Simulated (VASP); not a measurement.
# F (C2/m) in VASP: settings compared, part 2 of 2

VASP 6.6.1. Earlier steps stand in the parts before.

## (4) Single point, r2SCAN

This run uses another cell than the first one, of 17.47 Å³/atom.

The input, POSCAR:

```
F
1.0
    2.9375407162     -1.6934194167     -0.1275859897
    2.9375407162      1.6934194167     -0.1275859897
   -1.9806375287      0.0000000000      7.1113263377
F
4
Direct
    0.0779843973      0.0779843973      0.0949060498
    0.9220156027      0.9220156027      0.9050939502
    0.4995074289      0.4995074289      0.5957930447
    0.5004925711      0.5004925711      0.4042069553
```

The input, INCAR.step1:

```
ALGO = Normal ; EDIFF = 1E-4
ENCUT = 520 ; GGA = PE
ISMEAR = 0 ; LASPH = True
LCHARG = False ; LREAL = False
LWAVE = True ; NBANDS = 22
NELM = 60 ; PREC = Accurate
SIGMA = 0.02
```

The input, INCAR.step2:

```
ALGO = Normal ; EDIFF = 1E-6
ENCUT = 520 ; ISIF = 2
ISMEAR = 0 ; ISTART = 1
LASPH = True ; LCHARG = True
LELF = True ; LMIXTAU = True
LREAL = False ; LVHAR = True
LWAVE = False ; METAGGA = R2SCAN
NBANDS = 22 ; NELM = 60
PREC = Accurate ; SIGMA = 0.02
```

The input, KPOINTS:

```
k-points
0
Gamma
  8 8 4
```

Potentials or basis: VASP PAW PBE potentials, release 64 (F).

Started as:

```sh
> cat potpaw_PBE.64/F/POTCAR > POTCAR
> cp INCAR.step1 INCAR
> mpirun -np 1 vasp_std > vasp.out
> cp INCAR.step2 INCAR
> mpirun -np 1 vasp_std > vasp.out
```

OUTCAR:

```text
EDIFF = 1E-6
   ENCUT = 520
   ISIF = 2
   ISMEAR = 0
   ISTART = 1
   LASPH = True
   LREAL = False
   METAGGA = R2SCAN
   NELM = 60
   PREC = Accurate

 ion  position               nearest neighbor table
   1  0.078  0.078  0.095-   2 1.42
   2  0.922  0.922  0.905-   1 1.42
   3  0.500  0.500  0.596-   4 1.42
   4  0.500  0.500  0.404-   3 1.42

  LATTYP: Found a base centered monoclinic cell.
 ALAT       =     5.8806202544
 B/A-ratio  =     0.5759322464
 C/A-ratio  =     1.2553093373
 COS(beta)  =    -0.3098547252

  Lattice vectors:

 A1 = (   2.9375407162,  -1.6934194167,  -0.1275859897)
 A2 = (   2.9375407162,   1.6934194167,  -0.1275859897)
 A3 = (  -1.9806375287,   0.0000000000,   7.1113263377)

Analysis of symmetry for initial positions (statically):
=====================================================================
 Subroutine PRICEL returns:
 Original cell was already a primitive cell.

 Routine SETGRP: Setting up the symmetry group for a
 base centered monoclinic supercell.

[... 163 lines left out ...]
 Free energy of the ion-electron system (eV)
  ---------------------------------------------------
  ext. energy  EPLUGINS =         0.00000000
  ---------------------------------------------------
  free energy    TOTEN  =       -12.43202402 eV

  energy without entropy =      -12.43202402  energy(sigma->0) =      -12.43202402

 E-fermi :  -6.0462     XC(G=0):  -7.3877

 val. band max:       -6.2012263706   @ k =   0.5000   0.5000   0.0000
 cond. band min:      -2.5515223006   @ k =   0.0000   0.0000   0.0000
 fundamental gap:      3.6497040700
 Fermi energy:        -6.0461645487

 k-point     1 :       0.0000    0.0000    0.0000
  band No.  band energies     occupation
      1     -32.1519      2.00000
      2     -32.0552      2.00000
      3     -25.8379      2.00000
      4     -25.5817      2.00000
      5     -12.4881      2.00000
      6     -11.8305      2.00000
[... 589 lines left out ...]
     21      12.0279      0.00000
     22      13.3276      0.00000

 [... further k-points ...]
[... 5 lines left out ...]
  --------------------------------------------------------------------------------------
  -------------------------------------------------------------------------------------
  Total       -0.5315583     -0.4702237     -0.6976927      0.0000000      0.0000000     -0.0345596
  in kB      -12.1847917    -10.7788326    -15.9930530      0.0000000      0.0000000     -0.7922018
  external PRESSURE =     -12.9855591 kB  Pullay stress =       0.0000000 kB

 VOLUME and BASIS-vectors are now :
 -----------------------------------------------------------------------------
  energy-cutoff  :      520.00
  volume of cell :       69.89
      direct lattice vectors                 reciprocal lattice vectors
     2.937540716 -1.693419417 -0.127585990     0.172294635 -0.295260580  0.047987282
     2.937540716  1.693419417 -0.127585990     0.172294635  0.295260580  0.047987282
    -1.980637529  0.000000000  7.111326338     0.006182358  0.000000000  0.142342646

 POSITION                                       TOTAL-FORCE (eV/Angst)
 -----------------------------------------------------------------------------------
      0.27019      0.00000      0.65501        -0.036006      0.000000     -0.105600
      3.62425      0.00000      6.20115         0.036006      0.000000      0.105600
      1.75460      0.00000      4.10942         0.027408      0.000000     -0.100301
      2.13985      0.00000      2.74674        -0.027408      0.000000      0.100301
 -----------------------------------------------------------------------------------
    total drift:                               -0.000000     -0.000000      0.000000

  FREE ENERGIE OF THE ION-ELECTRON SYSTEM (eV)
  ---------------------------------------------------
  free  energy   TOTEN  =       -12.4320240193 eV

  energy  without entropy=      -12.4320240193  energy(sigma->0) =      -12.43202402
```

OUTCAR.step1:

```text
EDIFF = 1E-4
   ENCUT = 520
   GGA = PE
   ISMEAR = 0
[... 832 lines left out ...]
      0.27019      0.00000      0.65501         0.140667      0.000000      0.342615
      3.62425      0.00000      6.20115        -0.140667      0.000000     -0.342615
      1.75460      0.00000      4.10942        -0.098761      0.000000      0.355975
      2.13985      0.00000      2.74674         0.098761      0.000000     -0.355975
 -----------------------------------------------------------------------------------
    total drift:                               -0.000000      0.000000      0.000000

  FREE ENERGIE OF THE ION-ELECTRON SYSTEM (eV)
  ---------------------------------------------------
  free  energy   TOTEN  =        -7.3092509630 eV

  energy  without entropy=       -7.3092509630  energy(sigma->0) =       -7.30925096
```

It took 14 min on 1 thread of Oxide Virtual Turin-like, shared host; peak memory 0.21 GiB.

Results:

```yaml
Free_energy: -12.4320 eV
Pressure: -1.3 GPa
Largest_force: 0.112 eV/Å
Band_gap_on_the_k_mesh: 3.65 eV (least direct gap 3.71 eV)
```

Forces on the atoms (eV/Å):
```
F   -0.036  0.000 -0.106
F    0.036  0.000  0.106
F    0.027  0.000 -0.100
F   -0.027  0.000  0.100
```

Stress tensor (GPa, compression positive):
```
-1.22  0.00 -0.08
 0.00 -1.08  0.00
-0.08  0.00 -1.60
```

Levels at points of the mesh, in eV from the valence-band top:
```tsv
k point	band 11	band 12	band 13	band 14	band 15	band 16	band 17	band 18
(0.00, 0.00, 0.00)	-0.29	-0.17	-0.13	-0.06	3.65	4.57	9.90	12.23
(0.50, 0.00, 0.00)	-0.42	-0.40	-0.24	-0.21	4.19	4.22	14.17	14.30
(0.50, 0.50, 0.00)	-0.42	-0.29	-0.25	0.00	4.13	4.21	14.47	14.52
(0.00, 0.00, 0.50)	-0.22	-0.20	-0.12	-0.11	4.08	4.10	10.74	10.77
(0.50, 0.00, 0.50)	-0.55	-0.35	-0.26	-0.07	4.01	4.37	14.18	14.85
(0.50, 0.50, 0.50)	-0.41	-0.35	-0.15	-0.13	4.18	4.20	14.11	14.32
```

Caveat: the PAW data sets were made with another functional, which shifts forces and pressure a little.

## (5) Summary

```csv
task,level,potentials or basis,cell,cutoff (eV),gap on the mesh (eV),pressure (GPa),largest force (eV/Å)
relaxation of shape and atoms at fixed volume,PBE+D3(BJ),"VASP PAW PBE potentials, release 64 (F)","relaxed from a = 3.441, b = 3.441, c = 7.633 Å, angles 105.6, 105.6, 59.6°, 4 atoms, atomic positions A",600,2.73,-0.5,0.01
single point,LDA,"VASP PAW LDA potentials, release 64 (F)","a = 3.393, b = 3.393, c = 7.382 Å, angles 105.6, 105.6, 59.9°, 4 atoms, atomic positions B",520,2.54,-2.8,0.42
single point,r2SCAN,"VASP PAW PBE potentials, release 64 (F)","a = 3.393, b = 3.393, c = 7.382 Å, angles 105.6, 105.6, 59.9°, 4 atoms, atomic positions B",520,3.65,-1.3,0.11
```

Alike in all rows: no spin polarisation; k mesh 8 × 8 × 4; smearing gaussian 0.02 eV.

Caveats: the PAW data sets were made with another functional, which shifts forces and pressure a little (at least some runs).

Absolute energies hang on the potentials; compare differences alone.
